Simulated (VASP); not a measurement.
# WC (Fm-3m) in VASP: further runs

WC is run at these levels: PBE; tasks: single point.

Program: VASP 6.6.1. These are calculated values, not measurements. Logs are shortened: lines on timing, memory, paths and dates and some standing lists are left out, and cuts for length are marked.

**1. The cell of the first run**

Symmetry: Fm-3m, No. 225, cubic system. Conventional cell: a = 4.326 Å, b = 4.326 Å, c = 4.326 Å, α = 90.00°, β = 90.00°, γ = 90.00°. W (site symmetry m-3m) has 6 C at 2.16 Å within 2.9 Å. Within 2.9 Å of C (site symmetry m-3m) lie 6 W at 2.16 Å.

**2. Single point, PBE**

INCAR

```
PREC = Accurate ; ENCUT = 520
EDIFF = 1E-6 ; ISMEAR = -1
SIGMA = 0.05 ; LREAL = F
LASPH = T ; NELM = 100
ALGO = Normal ; ISIF = 2
LWAVE = F ; LCHARG = F
GGA = PE ; NBANDS = 16
```

KPOINTS

```
Automatic mesh
0
Gamma
  10 10 10
```

POSCAR

```
WC
1.0
    0.0000000000      2.1630495024      2.1630495024
    2.1630495024      0.0000000000      2.1630495024
    2.1630495024      2.1630495024      0.0000000000
W C
1 1
Direct
    0.0000000000      0.0000000000      0.0000000000
    0.5000000000      0.5000000000      0.5000000000
```

Potentials or basis: VASP PAW PBE potentials, release 64 (W_sv, C).

Started as:

```sh
$ cat potpaw_PBE.64/W_sv/POTCAR potpaw_PBE.64/C/POTCAR > POTCAR
$ mpirun -np 1 vasp_std > vasp.out
```

OUTCAR:

```text
PREC = Accurate
   ENCUT = 520
   EDIFF = 1E-6
   ISMEAR = -1
   LREAL = F
   LASPH = T
   NELM = 100
   ISIF = 2
   GGA = PE

 ion  position               nearest neighbor table
   1  0.000  0.000  0.000-   2 2.16   2 2.16   2 2.16   2 2.16   2 2.16   2 2.16
   2  0.500  0.500  0.500-   1 2.16   1 2.16   1 2.16   1 2.16   1 2.16   1 2.16

  LATTYP: Found a face centered cubic cell.
 ALAT       =     4.3260990048

  Lattice vectors:

 A1 = (   0.0000000000,   2.1630495024,   2.1630495024)
 A2 = (   2.1630495024,   0.0000000000,   2.1630495024)
 A3 = (   2.1630495024,   2.1630495024,   0.0000000000)

Analysis of symmetry for initial positions (statically):
=====================================================================
 Subroutine PRICEL returns:
 Original cell was already a primitive cell.

 Routine SETGRP: Setting up the symmetry group for a
 face centered cubic supercell.

 Subroutine GETGRP returns: Found 48 space group operations
 (whereof 48 operations were pure point group operations)
 out of a pool of 48 trial point group operations.

The static configuration has the point symmetry O_h .

Analysis of symmetry for dynamics (positions and initial velocities):
=====================================================================
 Subroutine PRICEL returns:
 Original cell was already a primitive cell.

 Routine SETGRP: Setting up the symmetry group for a
 face centered cubic supercell.

 Subroutine GETGRP returns: Found 48 space group operations
 (whereof 48 operations were pure point group operations)
 out of a pool of 48 trial point group operations.

The dynamic configuration has the point symmetry O_h .

 Subroutine INISYM returns: Found 48 space group operations
 (whereof 48 operations are pure point group operations),
 and found     1 'primitive' translations

----------------------------------------------------------------------------------------

                                     Primitive cell

  volume of cell :      20.2409

  direct lattice vectors                    reciprocal lattice vectors
     0.000000000  2.163049502  2.163049502    -0.231155135  0.231155135  0.231155135
     2.163049502  0.000000000  2.163049502     0.231155135 -0.231155135  0.231155135
     2.163049502  2.163049502  0.000000000     0.231155135  0.231155135 -0.231155135

  length of vectors
     3.059013942  3.059013942  3.059013942     0.400372438  0.400372438  0.400372438

  position of ions in fractional coordinates (direct lattice)
     0.000000000  0.000000000  0.000000000
     0.500000000  0.500000000  0.500000000

  ion indices of the primitive-cell ions
   primitive index   ion index
                 1           1
                 2           2

----------------------------------------------------------------------------------------

 KPOINTS: Automatic mesh

Automatic generation of k-mesh.
 Grid dimensions read from file:
 generate k-points for:   10   10   10

 Generating k-lattice:

  Cartesian coordinates                     Fractional coordinates (reciprocal lattice)
    -0.023115514  0.023115514  0.023115514     0.100000000  0.000000000  0.000000000
     0.023115514 -0.023115514  0.023115514     0.000000000  0.100000000  0.000000000
     0.023115514  0.023115514 -0.023115514     0.000000000  0.000000000  0.100000000

  Length of vectors
     0.040037244  0.040037244  0.040037244

  Shift w.r.t. Gamma in fractional coordinates (k-lattice)
     0.000000000  0.000000000  0.000000000

 Subroutine IBZKPT returns following result:
 ===========================================

 Found     47 irreducible k-points:

 Following reciprocal coordinates:
            Coordinates               Weight
  0.000000  0.000000  0.000000      1.000000
  0.100000  0.000000  0.000000      8.000000
  0.200000  0.000000  0.000000      8.000000
  0.300000  0.000000  0.000000      8.000000
  0.400000  0.000000  0.000000      8.000000
  0.500000  0.000000  0.000000      4.000000
[... 16 lines left out ...]
  0.300000  0.300000  0.000000      6.000000
  0.400000  0.300000  0.000000     24.000000
 [... further k-points ...]
   k-points           NKPTS =     47   k-points in BZ     NKDIM =     47   number of bands    NBANDS=     16
   number of dos      NEDOS =    301   number of ions     NIONS =      2
   total plane-waves  NPLWV =  13824
   dimension x,y,z NGX =    24 NGY =   24 NGZ =   24
   dimension x,y,z NGXF=    48 NGYF=   48 NGZF=   48
   ions per type =               1   1
   NGX,Y,Z   is equivalent  to a cutoff of  13.04, 13.04, 13.04 a.u.
   NGXF,Y,Z  is equivalent  to a cutoff of  26.09, 26.09, 26.09 a.u.
 SYSTEM =  unknown system
   PREC   = accura    normal or accurate (medium, high low for compatibility)
   ISTART =      0    job   : 0-new  1-cont  2-samecut
   ICHARG =      2    charge: 1-file 2-atom 10-const
   ISPIN  =      1    spin polarized calculation?
   LNONCOLLINEAR =      F non collinear calculations
   LSORBIT =      F    spin-orbit coupling
   LASPH  =      T    aspherical Exc in radial PAW
   ENCUT  =  520.0 eV  38.22 Ry    6.18 a.u.   5.69  5.69  5.69*2*pi/ulx,y,z
   NELM   =    100;   NELMIN=  2; NELMDL= -5     # of ELM steps
   EDIFF  = 0.1E-05   stopping-criterion for ELM
   LREAL  =      F    real-space projection
   EDIFFG = 0.1E-04   stopping-criterion for IOM
   NSW    =      0    number of steps for IOM
   IBRION =     -1    ionic relax: 0-MD 1-quasi-New 2-CG
   NFREE  =      0    steps in history (QN), initial steepest desc. (CG)
   ISIF   =      2    stress and relaxation
   ISYM   =      2    0-nonsym 1-usesym 2-fastsym
   POTIM  = 0.5000    time-step for ionic-motion
   TEBEG  =    0.0;   TEEND  =   0.0 temperature during run
   PSTRESS=    0.0 pullay stress
   NELECT =      18.0000    total number of electrons
   NUPDOWN=      -1.0000    fix difference up-down
   EMIN   =  10.00;   EMAX   =-10.00  energy-range for DOS
   EFERMI =   0.00;   METHOD = LEGACY
   ISMEAR =    -1;   SIGMA  =   0.05  broadening in eV -4-tet -1-fermi 0-gaus
   EFERMI_NEDOS =   21; number of points for ismear=-14 and -15
   IALGO  =     38    algorithm
   IMIX   =      4    mixing-type and parameters
     AMIX     =   0.40;   BMIX     =  1.00
     AMIX_MAG =   1.60;   BMIX_MAG =  1.00
  volume/ion in A,a.u.               =      10.12        68.30
  Fermi-wavevector in a.u.,A,eV,Ry     =   1.574306  2.975007 33.721224  2.478440
  Thomas-Fermi vector in A             =   2.675460
   LORBIT       =      0    0 simple, 1 ext, 2 COOP (PROOUT), +10 PAW based schemes
   GGA     = PE    functional components
   LHFCALC =     F    Hartree Fock is set to
   AEXX    =    0.0000 exact exchange contribution
   IVDW    =     0    specifies the selected vdW correction
   LEPSILON=     F    determine dielectric tensor
   LRPA    =     F    only Hartree local field effects (RPA)
 non-spin polarized calculation
  energy-cutoff  :      520.00
  volume of cell :       20.24
 maximum number of plane-waves:       556
   NGX = 11   NGY = 11   NGZ = 11

 number of electron      17.9999999 magnetization

 Free energy of the ion-electron system (eV)
  ---------------------------------------------------
  ext. energy  EPLUGINS =         0.00000000
  ---------------------------------------------------
  free energy    TOTEN  =       -21.53340306 eV

  energy without entropy =      -21.52720667  energy(sigma->0) =      -21.53030486

 E-fermi :  13.0896     XC(G=0): -13.9438

 val. band max:       13.0046650748   @ k =   0.3000   0.2000   0.1000
 cond. band min:      13.0905479837   @ k =  -0.1000   0.1000   0.0000
 fundamental gap:      0.0858829090
 Fermi energy:        13.0896009304

 k-point     1 :       0.0000    0.0000    0.0000
  band No.  band energies     occupation
      1     -62.3722      2.00000
      2     -26.3619      2.00000
      3     -26.3619      2.00000
      4     -26.3619      2.00000
      5      -3.1322      2.00000
      6      10.1378      2.00000
[... 8 lines left out ...]
     15      22.6684      0.00000
     16      36.9721      0.00000

 k-point     2 :       0.1000    0.0000    0.0000
  band No.  band energies     occupation
      1     -62.3679      2.00000
      2     -26.4304      2.00000
      3     -26.3691      2.00000
      4     -26.3691      2.00000
      5      -2.8374      2.00000
      6       9.1947      2.00000
[... 8 lines left out ...]
     15      23.3550      0.00000
     16      34.3222      0.00000

 k-point     3 :       0.2000    0.0000    0.0000
  band No.  band energies     occupation
      1     -62.3566      2.00000
      2     -26.6063      2.00000
      3     -26.3878      2.00000
      4     -26.3878      2.00000
      5      -2.0073      2.00000
      6       7.4945      2.00000
[... 8 lines left out ...]
     15      24.9078      0.00000
     16      31.3119      0.00000

 k-point     4 :       0.3000    0.0000    0.0000
  band No.  band energies     occupation
      1     -62.3427      2.00000
      2     -26.8170      2.00000
      3     -26.4109      2.00000
      4     -26.4109      2.00000
      5      -0.7851      2.00000
      6       5.7207      2.00000
[... 8 lines left out ...]
     15      25.9709      0.00000
     16      28.9486      0.00000

 k-point     5 :       0.4000    0.0000    0.0000
  band No.  band energies     occupation
      1     -62.3313      2.00000
      2     -26.9826      2.00000
      3     -26.4294      2.00000
      4     -26.4294      2.00000
      5       0.6379      2.00000
      6       4.0508      2.00000
[... 8 lines left out ...]
     15      26.2609      0.00000
     16      26.2609      0.00000

 k-point     6 :       0.5000    0.0000    0.0000
  band No.  band energies     occupation
      1     -62.3270      2.00000
      2     -27.0447      2.00000
      3     -26.4365      2.00000
      4     -26.4365      2.00000
      5       1.7405      2.00000
      6       2.8856      2.00000
[... 8 lines left out ...]
     15      25.0476      0.00000
     16      25.0476      0.00000
[... 267 lines left out ...]
 k-point    21 :      -0.3000    0.2000    0.0000
  band No.  band energies     occupation
      1     -62.3270      2.00000
      2     -26.8809      2.00000
      3     -26.6065      2.00000
      4     -26.4372      2.00000
      5       0.4464      2.00000
      6       4.4057      2.00000
[... 8 lines left out ...]
     15      25.7933      0.00000
     16      26.7041      0.00000

 k-point    22 :      -0.2000    0.2000    0.0000
  band No.  band energies     occupation
      1     -62.3378      2.00000
      2     -26.7794      2.00000
      3     -26.5466      2.00000
      4     -26.4040      2.00000
      5      -0.5229      2.00000
      6       5.4487      2.00000
[... 8 lines left out ...]
     15      26.0945      0.00000
     16      26.9085      0.00000

 k-point    23 :       0.3000    0.3000    0.0000
  band No.  band energies     occupation
      1     -62.3328      2.00000
      2     -26.7757      2.00000
      3     -26.5209      2.00000
      4     -26.5209      2.00000
      5      -0.9243      2.00000
      6       5.5938      2.00000
[... 8 lines left out ...]
     15      26.0530      0.00000
     16      28.8473      0.00000

 k-point    24 :       0.4000    0.3000    0.0000
  band No.  band energies     occupation
      1     -62.3237      2.00000
      2     -26.8638      2.00000
      3     -26.5675      2.00000
      4     -26.5467      2.00000
      5      -0.6166      2.00000
      6       5.7530      2.00000
[... 8 lines left out ...]
     15      25.1115      0.00000
     16      28.8688      0.00000

 [... further k-points ...]
[... 5 lines left out ...]
  --------------------------------------------------------------------------------------
  -------------------------------------------------------------------------------------
  Total        1.9708624      1.9708624      1.9708624     -0.0000000      0.0000000      0.0000000
  in kB      156.0046392    156.0046392    156.0046392     -0.0000000      0.0000000      0.0000000
  external PRESSURE =     156.0046392 kB  Pullay stress =       0.0000000 kB

 VOLUME and BASIS-vectors are now :
 -----------------------------------------------------------------------------
  energy-cutoff  :      520.00
  volume of cell :       20.24
      direct lattice vectors                 reciprocal lattice vectors
     0.000000000  2.163049502  2.163049502    -0.231155135  0.231155135  0.231155135
     2.163049502  0.000000000  2.163049502     0.231155135 -0.231155135  0.231155135
     2.163049502  2.163049502  0.000000000     0.231155135  0.231155135 -0.231155135

 POSITION                                       TOTAL-FORCE (eV/Angst)
 -----------------------------------------------------------------------------------
      0.00000      0.00000      0.00000         0.000000      0.000000      0.000000
      2.16305      2.16305      2.16305         0.000000      0.000000      0.000000
 -----------------------------------------------------------------------------------
    total drift:                                0.000000     -0.000000     -0.000000

  FREE ENERGIE OF THE ION-ELECTRON SYSTEM (eV)
  ---------------------------------------------------
  free  energy   TOTEN  =       -21.5334030593 eV

  energy  without entropy=      -21.5272066687  energy(sigma->0) =      -21.53030486
```

Run time: 7.1 s. Hardware: 1 thread of Intel Xeon 6975P-C (Granite Rapids), shared host; peak memory 0.15 GiB.

Results:

* Free energy: -21.5334 eV
* Pressure: 15.6 GPa
* Band gap on the k mesh: zero (band 9 reaches 14.17 eV, above the bottom of band 10 at 10.79 eV)

Caveat: spin-orbit coupling is left out, which moves the levels of the heavy elements.

**3. Single point, PBE**

This run uses another cell than the first one, of 10.54 Å³/atom, 1.042 times its volume.

INCAR

```
  PREC = Accurate
  ENCUT = 520
  EDIFF = 1E-6
  ISMEAR = -1
  SIGMA = 0.05
  LREAL = F
  LASPH = T
  NELM = 100
  ALGO = Normal
  ISIF = 2
  LWAVE = F
  LCHARG = T
  GGA = PE
  LELF = T
  LVHAR = T
  NBANDS = 16
```

KPOINTS

```
regular mesh
0
Gamma
  10 10 10
```

POSCAR

```
WC
1.0
    0.0000000000      2.1926840000      2.1926840000
    2.1926840000      0.0000000000      2.1926840000
    2.1926840000      2.1926840000      0.0000000000
W C
1 1
Direct
    0.0000000000      0.0000000000      0.0000000000
    0.5000000000      0.5000000000      0.5000000000
```

Potentials or basis: VASP PAW PBE potentials, release 64 (W_sv, C).

Started as:

```sh
$ cat potpaw_PBE.64/W_sv/POTCAR potpaw_PBE.64/C/POTCAR > POTCAR
$ mpirun -np 1 vasp_std > vasp.out
```

Wall time 7.5 s (1 thread of Intel Xeon 6975P-C (Granite Rapids), shared host); peak memory 0.15 GiB.

The run converged. Its results:

```
Free energy            : -21.5719 eV
Pressure               : -0.6 GPa
Band gap on the k mesh : zero (band 9 reaches 13.45 eV, above the bottom of band 10 at 10.27 eV)
```

Levels at points of the mesh, in eV from the Fermi level:
```
           k point  band 6  band 7  band 8  band 9  band 10  band 11  band 12  band 13
(0.00, 0.00, 0.00)   -2.79   -2.79   -2.79   -1.12    -1.12    -1.12    -1.01    -1.01
(0.50, 0.00, 0.00)   -9.84   -6.63   -6.63    1.00     1.00     2.28     4.87     8.73
(0.50, 0.50, 0.00)   -5.81   -5.64   -2.55   -2.55     0.81     2.22     2.22     5.39
```

Caveat: spin-orbit coupling is left out, which moves the levels of the heavy elements.

**4. Single point, PBE**

This run uses another cell than the first one, of 10.33 Å³/atom, 1.021 times its volume.

INCAR

```
SYSTEM = WC
PREC     = Accurate       ! precision mode
ENCUT    = 520            ! plane-wave cutoff, eV
EDIFF    = 1E-6           ! SCF threshold, eV
ISMEAR   = -1             ! smearing method
SIGMA    = 0.05           ! smearing width, eV
LREAL    = .False.        ! projectors in reciprocal space
LASPH    = .True.         ! aspherical terms in the spheres
NELM     = 80             ! most SCF steps
ALGO     = Normal         ! electronic algorithm
ISIF     = 2              ! what is computed and relaxed
LWAVE    = .False.        ! write WAVECAR
LCHARG   = .True.         ! write CHGCAR
GGA      = PE             ! functional
LELF     = .True.         ! ELF
LVHAR    = .True.       
NBANDS   = 16             ! bands
```

KPOINTS

```
regular mesh
0
Gamma
  10 10 10
  0 0 0
```

POSCAR

```
WC
1.0
    0.0000000000      2.1779675566      2.1779675566
    2.1779675566      0.0000000000      2.1779675566
    2.1779675566      2.1779675566      0.0000000000
W C
1 1
Direct
    0.0000000000      0.0000000000      0.0000000000
    0.5000000000      0.5000000000      0.5000000000
```

Started as:

```sh
$ cat potpaw_PBE.64/W_sv/POTCAR potpaw_PBE.64/C/POTCAR > POTCAR
$ mpirun -np 1 vasp_std > vasp.out
```

It took 8.1 s on 1 thread of Intel Xeon 6975P-C (Granite Rapids), shared host; peak memory 0.15 GiB.

It converged, with:

```
Free energy            : -21.5633 eV
Pressure               : 7.1 GPa
Band gap on the k mesh : zero (band 9 reaches 13.81 eV, above the bottom of band 10 at 10.53 eV)
```

Levels at points of the mesh, in eV from the Fermi level:
```csv
k point,band 7,band 8,band 9,band 10,band 11,band 12
"(0.00, 0.00, 0.00)",-2.87,-2.87,-1.16,-1.16,-1.16,-1.03
"(0.50, 0.00, 0.00)",-6.77,-6.77,1.04,1.04,2.36,4.90
"(0.50, 0.50, 0.00)",-5.70,-2.59,-2.59,0.84,2.30,2.30
```

Caveat: spin-orbit coupling is left out, which moves the levels of the heavy elements.

**5. Summary**

| cell | gap on the mesh (eV) | pressure (GPa) |
| --- | --- | --- |
| a = 3.059 Å, angles 60.0°, 2 atoms | none | 15.6 |
| a = 3.101 Å, angles 60.0°, 2 atoms | none | -0.6 |
| a = 3.080 Å, angles 60.0°, 2 atoms | none | 7.1 |

Alike in all rows: task single point; level PBE; potentials or basis VASP PAW PBE potentials, release 64 (W_sv, C); no spin polarisation; k mesh 10 × 10 × 10; cutoff (eV) 520; smearing fermi-dirac 0.05 eV.

Caveats: spin-orbit coupling is left out, which moves the levels of the heavy elements.

Total energies depend on the potentials used, so only differences within one code and one set of settings carry meaning.
